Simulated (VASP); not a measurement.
Here is a VASP 6.6.1 calculation.

Contents of INCAR:

```
PREC = Accurate
ENCUT = 520
EDIFF = 1E-6
ISMEAR = -1
SIGMA = 0.02
LREAL = F
LASPH = T
NELM = 100
ALGO = Normal
ISIF = 2
LWAVE = F
LCHARG = F
GGA = PE
NBANDS = 26
```

File KPOINTS:

```
regular mesh
0
Gamma
  12 12 4
```

File POSCAR:

```
BiB
1.0
    3.7689370605      0.0000000000      0.0000000000
   -1.8844685302      3.2639952396      0.0000000000
    0.0000000000      0.0000000000      6.2160607258
B Bi
2 2
Direct
    0.3333333333      0.6666666667      0.0004442028
    0.6666666667      0.3333333333      0.5004442028
    0.3333333333      0.6666666667      0.3745557972
    0.6666666667      0.3333333333      0.8745557972
```

Potentials or basis: VASP PAW PBE potentials, release 64 (B, Bi_d).

Command:

```bash
$ cat potpaw_PBE.64/B/POTCAR potpaw_PBE.64/Bi_d/POTCAR > POTCAR
$ mpirun -np 1 vasp_std > vasp.out
```

Q: Estimate the largest force.

A: 0.004 eV/Å.

Q: What does it give for the pressure?

A: 8.4 GPa.

Q: Predict the band gap on the k mesh.

A: 0.33 eV, direct.

Forces in eV/Å, atoms in the order of the input:
```
B    0.000  0.000 -0.004
B    0.000  0.000 -0.004
Bi   0.000  0.000  0.004
Bi   0.000  0.000  0.004
```

Caveat: the cell differs from its parent crystal (strain -2.5%); spin-orbit coupling is left out, which moves the levels of the heavy elements. A k mesh can miss the band edges.
